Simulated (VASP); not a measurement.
# B18N17 (a cell with a defect) in VASP: further runs, part 2 of 2

VASP 6.6.1.

## Step 3: Electric field gradients, PBE, collinear spin

INCAR reads:

```
SYSTEM = B18N17
  PREC = Accurate
  ENCUT = 520
  EDIFF = 1E-8
  ISMEAR = -1
  SIGMA = 0.01
  LREAL = Auto
  LASPH = .True.
  NELM = 150
  ALGO = Normal
  ISIF = 2
  LWAVE = .False.
  LCHARG = .False.
  ISPIN = 2
  MAGMOM = 0.5 0 0 0 0 0 0.5 0 0.5 0 0 0 0 0 0 0 0 0 0 0 0 0 0 0 0 0 0 0 0 0 0 0 0 0 0
  LORBIT = 11
  GGA = PE
  LEFG = .True.
  NELECT = 137.0
  NBANDS = 96
```

KPOINTS reads:

```
Automatic mesh
0
Gamma
  3 3 3
  0 0 0
```

POSCAR reads:

```
B18N17
1.0
    7.5049186035      0.0000000000      0.0000000000
   -3.7524593018      6.4994501639      0.0000000000
    0.0000000000      0.0000000000      7.3693201700
B N
18 17
Direct
    0.2222222222      0.1111111111      0.7500000000
    0.2222222222      0.4444444444      0.7500000000
    0.2222222222      0.7777777778      0.7500000000
    0.5555555556      0.1111111111      0.7500000000
    0.5555555556      0.4444444444      0.7500000000
    0.5555555556      0.7777777778      0.7500000000
    0.8888888889      0.1111111111      0.7500000000
    0.8888888889      0.4444444444      0.7500000000
    0.8888888889      0.7777777778      0.7500000000
    0.1111111111      0.2222222222      0.2500000000
    0.1111111111      0.5555555556      0.2500000000
    0.1111111111      0.8888888889      0.2500000000
    0.4444444444      0.2222222222      0.2500000000
    0.4444444444      0.5555555556      0.2500000000
    0.4444444444      0.8888888889      0.2500000000
    0.7777777778      0.2222222222      0.2500000000
    0.7777777778      0.5555555556      0.2500000000
    0.7777777778      0.8888888889      0.2500000000
    0.0000000000      0.3333333333      0.7500000000
    0.0000000000      0.6666666667      0.7500000000
    0.3333333333      0.0000000000      0.7500000000
    0.3333333333      0.3333333333      0.7500000000
    0.3333333333      0.6666666667      0.7500000000
    0.6666666667      0.0000000000      0.7500000000
    0.6666666667      0.3333333333      0.7500000000
    0.6666666667      0.6666666667      0.7500000000
    0.0000000000      0.0000000000      0.2500000000
    0.0000000000      0.3333333333      0.2500000000
    0.0000000000      0.6666666667      0.2500000000
    0.3333333333      0.0000000000      0.2500000000
    0.3333333333      0.3333333333      0.2500000000
    0.3333333333      0.6666666667      0.2500000000
    0.6666666667      0.0000000000      0.2500000000
    0.6666666667      0.3333333333      0.2500000000
    0.6666666667      0.6666666667      0.2500000000
```

Potentials or basis: VASP PAW PBE potentials, release 64 (B, N).

Command:

```bash
> cat potpaw_PBE.64/B/POTCAR potpaw_PBE.64/N/POTCAR > POTCAR
> mpirun -np 1 vasp_std > vasp.out
```

OUTCAR:

```text
SYSTEM = B18N17
   PREC = Accurate
   ENCUT = 520
   EDIFF = 1E-8
   ISMEAR = -1
   LREAL = Auto
   LASPH = .True.
   NELM = 150
   ISIF = 2
   ISPIN = 2
   LORBIT = 11
   GGA = PE
   NELECT = 137.0

 ion  position               nearest neighbor table
   1  0.222  0.111  0.750-  22 1.44  21 1.44
   2  0.222  0.444  0.750-  19 1.44  22 1.44  23 1.44
   3  0.222  0.778  0.750-  21 1.44  20 1.44  23 1.44
   4  0.556  0.111  0.750-  25 1.44  24 1.44  21 1.44
   5  0.556  0.444  0.750-  25 1.44  26 1.44  22 1.44
   6  0.556  0.778  0.750-  24 1.44  26 1.44  23 1.44
   7  0.889  0.111  0.750-  19 1.44  24 1.44
   8  0.889  0.444  0.750-  25 1.44  19 1.44  20 1.44
   9  0.889  0.778  0.750-  26 1.44  20 1.44
  10  0.111  0.222  0.250-  27 1.44  31 1.44  28 1.44
  11  0.111  0.556  0.250-  32 1.44  29 1.44  28 1.44
  12  0.111  0.889  0.250-  29 1.44  30 1.44  27 1.44
  13  0.444  0.222  0.250-  30 1.44  31 1.44  34 1.44
  14  0.444  0.556  0.250-  32 1.44  31 1.44  35 1.44
  15  0.444  0.889  0.250-  32 1.44  30 1.44  33 1.44
[... 18 lines left out ...]
  34  0.667  0.333  0.250-  16 1.44  17 1.44  13 1.44
  35  0.667  0.667  0.250-  18 1.44  17 1.44  14 1.44

  LATTYP: Found a hexagonal cell.
 ALAT       =     7.5049186035
 C/A-ratio  =     0.9819320581

  Lattice vectors:

 A1 = (   7.5049186035,   0.0000000000,   0.0000000000)
 A2 = (  -3.7524593018,   6.4994501639,   0.0000000000)
 A3 = (   0.0000000000,   0.0000000000,   7.3693201700)

Analysis of symmetry for initial positions (statically):
=====================================================================
 Subroutine PRICEL returns:
 Original cell was already a primitive cell.

 Routine SETGRP: Setting up the symmetry group for a
 hexagonal supercell.

 Subroutine GETGRP returns: Found 12 space group operations
 (whereof  6 operations were pure point group operations)
 out of a pool of 24 trial point group operations.

The static configuration has the point symmetry C_3v.
 The point group associated with its full space group is D_3h.

Analysis of symmetry for dynamics (positions and initial velocities):
=====================================================================
 Subroutine PRICEL returns:
 Original cell was already a primitive cell.

 Routine SETGRP: Setting up the symmetry group for a
 hexagonal supercell.

 Subroutine GETGRP returns: Found 12 space group operations
 (whereof  6 operations were pure point group operations)
 out of a pool of 24 trial point group operations.

The dynamic configuration has the point symmetry C_3v.
 The point group associated with its full space group is D_3h.

Analysis of structural, dynamic, and magnetic symmetry:
=====================================================================
 Subroutine PRICEL returns:
 Original cell was already a primitive cell.

 Routine SETGRP: Setting up the symmetry group for a
 hexagonal supercell.

 Subroutine GETGRP returns: Found 12 space group operations
[... 716 lines left out ...]
      4     -14.8110      1.00000
      5     -14.7724      1.00000
      6     -14.7724      1.00000
[... 487 lines left out ...]
     79       7.5691      0.00000
     80       7.6146      0.00000
 [bands above 80 left out]

------------------------ aborting loop because EDIFF is reached ----------------------------------------

  FORCE on cell =-STRESS in cart. coord.  units (eV):
  Direction    XX          YY          ZZ          XY          YZ          ZX
  --------------------------------------------------------------------------------------
  -------------------------------------------------------------------------------------
  Total      -11.7135885    -11.7135885    -12.9110205      0.0000000      0.0000000      0.0000000
  in kB      -52.2096179    -52.2096179    -57.5467927      0.0000000      0.0000000      0.0000000
  external PRESSURE =     -53.9886762 kB  Pullay stress =       0.0000000 kB

 VOLUME and BASIS-vectors are now :
 -----------------------------------------------------------------------------
  energy-cutoff  :      520.00
  volume of cell :      359.46
      direct lattice vectors                 reciprocal lattice vectors
     7.504918604  0.000000000  0.000000000     0.133245949  0.076929584  0.000000000
    -3.752459302  6.499450164  0.000000000     0.000000000  0.153859169  0.000000000
     0.000000000  0.000000000  7.369320170     0.000000000  0.000000000  0.135697727

 POSITION                                       TOTAL-FORCE (eV/Angst)
 -----------------------------------------------------------------------------------
      1.25082      0.72216      5.52699         0.479668      0.276937      0.000000
     -0.00000      2.88864      5.52699        -0.000000      0.623418      0.000000
     -1.25082      5.05513      5.52699         0.539896     -0.311709      0.000000
      3.75246      0.72216      5.52699        -0.000000      0.889694      0.000000
      2.50164      2.88864      5.52699         0.770497     -0.444847      0.000000
      1.25082      5.05513      5.52699        -0.539896     -0.311709      0.000000
[... 27 lines left out ...]
      3.75246      2.16648      1.84233         0.000000      0.000000      0.000000
      2.50164      4.33297      1.84233         0.001545      0.006310      0.000000
 -----------------------------------------------------------------------------------
    total drift:                               -0.000001      0.000001      0.000000

  FREE ENERGIE OF THE ION-ELECTRON SYSTEM (eV)
  ---------------------------------------------------
  free  energy   TOTEN  =      -305.8831126984 eV

  energy  without entropy=     -305.8795500274  energy(sigma->0) =     -305.88133136

 Electric field gradients (V/A^2)
---------------------------------------------------------------------
 ion       V_xx      V_yy      V_zz      V_xy      V_xz      V_yz
---------------------------------------------------------------------
   1      -3.811   -23.821    27.632    17.329     0.000     0.000
   2     -17.118   -19.527    36.646    -0.000     0.000    -0.000
   3     -18.925   -17.721    36.646     1.043     0.000    -0.000
   4     -15.572   -18.655    34.226     0.000    -0.000    -0.000
   5     -17.884   -16.343    34.227     1.335    -0.000    -0.000
   6     -18.925   -17.721    36.646    -1.043    -0.000    -0.000
[... 27 lines left out ...]
  34      -8.324    -8.324    16.648    -0.000     0.000    -0.000
  35     -10.826   -10.665    21.491     0.056    -0.000    -0.000
---------------------------------------------------------------------

 Electric field gradients after diagonalization (V/A^2)
 (convention: |V_zz| > |V_xx| > |V_yy|)
----------------------------------------------------------------------
 ion       V_xx      V_yy      V_zz     asymmetry (V_yy - V_xx)/ V_zz
----------------------------------------------------------------------
   1      27.632     6.194   -33.826       0.634
   2     -19.527   -17.118    36.646       0.066
   3     -19.527   -17.119    36.646       0.066
   4     -18.655   -15.572    34.226       0.090
   5     -18.654   -15.572    34.227       0.090
   6     -19.527   -17.118    36.646       0.066
[... 27 lines left out ...]
  34      -8.324    -8.324    16.648       0.000
  35     -10.843   -10.648    21.491       0.009
----------------------------------------------------------------------

           NMR quadrupolar parameters

 Cq : quadrupolar parameter    Cq=e*Q*V_zz/h
 eta: asymmetry parameters     (V_yy - V_xx)/ V_zz
 Q  : nuclear electric quadrupole moment in mb (millibarn)
----------------------------------------------------------------------
 ion       Cq(MHz)       eta       Q (mb)
----------------------------------------------------------------------
   1      -0.082       0.634       1.000
   2       0.089       0.066       1.000
   3       0.089       0.066       1.000
   4       0.083       0.090       1.000
   5       0.083       0.090       1.000
   6       0.089       0.066       1.000
[... 27 lines left out ...]
  34       0.040       0.000       1.000
  35       0.052       0.009       1.000
----------------------------------------------------------------------

 total charge

# of ion       s       p       d       tot
------------------------------------------
    1        0.698   1.157   0.000   1.855
    2        0.744   1.404   0.000   2.149
    3        0.744   1.404   0.000   2.149
    4        0.739   1.404   0.000   2.143
    5        0.739   1.404   0.000   2.143
    6        0.744   1.404   0.000   2.149
[... 27 lines left out ...]
   34        1.229   2.772   0.000   4.000
   35        1.230   2.766   0.000   3.997
--------------------------------------------------
tot         34.106  71.750   0.000 105.856

 magnetization (x)

# of ion       s       p       d       tot
------------------------------------------
    1        0.000   0.000   0.000   0.000
    2        0.000   0.000   0.000   0.000
    3        0.000   0.000   0.000   0.000
    4       -0.000   0.000   0.000   0.000
    5       -0.000   0.000   0.000   0.000
    6        0.000   0.000   0.000   0.000
[... 27 lines left out ...]
   34        0.000   0.000   0.000   0.000
   35        0.000   0.000   0.000   0.000
--------------------------------------------------
tot          0.000   0.000   0.000   0.000
```

It took 10 min on 1 thread of Intel Xeon 6975P-C (Granite Rapids), shared host; peak memory 0.69 GiB.

Results:

```
Free energy                                           : -305.8831 eV
Largest force                                         : 1.654 eV/Å
Net moment                                            : 0.00 μB per cell
Valence electrons inside the program's atomic spheres : B 1.85, 2.15, 2.14, 2.16; N 3.99, 4.01, 4.00
```

Forces on the atoms (eV/Å):
```
B    0.480  0.277  0.000
B    0.000  0.623  0.000
B    0.540 -0.312  0.000
B    0.000  0.890  0.000
B    0.770 -0.445  0.000
B   -0.540 -0.312  0.000
B   -0.480  0.277  0.000
B   -0.770 -0.445  0.000
B    0.000 -0.554  0.000
B    0.000 -0.062  0.000
B    0.091  0.052  0.000
B   -0.054  0.031  0.000
B    0.103  0.059  0.000
B   -0.091  0.052  0.000
B    0.000 -0.105  0.000
B   -0.103  0.059  0.000
B    0.000 -0.118  0.000
B    0.054  0.031  0.000
N    0.923 -1.373  0.000
N   -0.727  1.486  0.000
N   -1.650 -0.113  0.000
N   -0.923 -1.373  0.000
N    0.000  0.000  0.000
N    1.650 -0.113  0.000
N    0.000  0.000  0.000
N    0.727  1.486  0.000
N    0.000  0.000  0.000
N    0.005 -0.004  0.000
N   -0.002  0.006  0.000
N   -0.006 -0.002  0.000
N   -0.005 -0.004  0.000
N    0.000  0.000  0.000
N    0.006 -0.002  0.000
N    0.000  0.000  0.000
N    0.002  0.006  0.000
```

Electric field gradients, principal values (V/Å²):
| atom | least | middle | greatest (by size) |
| --- | --- | --- | --- |
| 1 B | 6.194 | 27.632 | -33.826 |
| 2 B | -17.118 | -19.527 | 36.646 |
| 3 B | -17.119 | -19.527 | 36.646 |
| 4 B | -15.572 | -18.655 | 34.226 |
| 5 B | -15.572 | -18.654 | 34.227 |
| 6 B | -17.118 | -19.527 | 36.646 |
| 7 B | 6.194 | 27.632 | -33.826 |
| 8 B | -15.572 | -18.655 | 34.226 |
| 9 B | 6.194 | 27.632 | -33.826 |
| 10 B | -17.590 | -17.836 | 35.426 |
| 11 B | -17.515 | -17.904 | 35.419 |
| 12 B | -17.589 | -17.836 | 35.425 |
| 13 B | -17.494 | -17.931 | 35.424 |
| 14 B | -17.515 | -17.904 | 35.419 |
| 15 B | -17.515 | -17.904 | 35.419 |
| 16 B | -17.494 | -17.930 | 35.424 |
| 17 B | -17.494 | -17.931 | 35.424 |
| 18 B | -17.590 | -17.836 | 35.426 |
| 19 N | 2.246 | 8.912 | -11.158 |
| 20 N | 2.246 | 8.913 | -11.159 |
| 21 N | 2.246 | 8.913 | -11.159 |
| 22 N | 2.245 | 8.912 | -11.157 |
| 23 N | -2.926 | -2.926 | 5.851 |
| 24 N | 2.246 | 8.912 | -11.158 |
| 25 N | -3.316 | -3.316 | 6.631 |
| 26 N | 2.245 | 8.912 | -11.157 |
| 27 N | -8.273 | -8.279 | 16.552 |
| 28 N | -10.646 | -10.845 | 21.492 |
| 29 N | -10.647 | -10.845 | 21.492 |
| 30 N | -10.647 | -10.845 | 21.492 |
| 31 N | -10.648 | -10.843 | 21.491 |
| 32 N | -8.424 | -8.424 | 16.847 |
| 33 N | -10.646 | -10.845 | 21.492 |
| 34 N | -8.324 | -8.324 | 16.648 |
| 35 N | -10.648 | -10.843 | 21.491 |

Caveat: the cell carries a net charge on a neutralising background, which shifts energy and pressure; the cell is charged against a uniform background, so pressure and absolute levels hang on convention; without QUAD_EFG the Cq values of the log hold for a quadrupole moment of 1 mb, not for the nuclei.
